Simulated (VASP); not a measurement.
VSb3, 4 atoms in the cell. It takes space group Pm-3m (No. 221, cubic). The conventional cell has a = 4.552 Å, b = 4.552 Å, c = 4.552 Å, α = 90.00°, β = 90.00°, γ = 90.00°. Within 4.2 Å of V (site symmetry m-3m) lie 12 Sb at 3.22 Å. Within 4.2 Å of Sb (site symmetry 4/mmm) lie 4 V at 3.22 Å and 8 Sb at 3.22 Å. 

| Item | Value |
| --- | --- |
| Program | VASP 6.6.1 |
| Task | single point |
| Functional | PBE |
| Potentials or basis | VASP PAW PBE potentials, release 64 (V_sv, Sb) |
| Cutoff | 520 eV |
| k mesh | 4 × 4 × 4 |
| Occupations | gaussian, width 0.1 eV |
| Spin | collinear spin, ferromagnetic start |
| Starting moments | [2.0, 0.0, 0.0, 0.0] μB |
| Dipole correction | no |
| Further INCAR settings | ALGO = Normal; EDIFF = 1e-06; NBANDS = 26 |

Potentials or basis: VASP PAW PBE potentials, release 64 (V_sv, Sb).

Launch:

```bash
$ cat potpaw_PBE.64/V_sv/POTCAR potpaw_PBE.64/Sb/POTCAR > POTCAR
$ mpirun -np 1 vasp_std > vasp.out
```

Hardware: 1 thread of Intel(R) Xeon(R) Platinum 8259CL CPU @ 2.50GHz (Skylake/Cascade Lake), on a shared host.

Estimate the wall time of this run.

It took 71 s on 1 thread of Intel(R) Xeon(R) Platinum 8259CL CPU @ 2.50GHz (Skylake/Cascade Lake), with other jobs on the host, peak memory 0.25 GiB. Counts: scf iterations 17, k points 10.
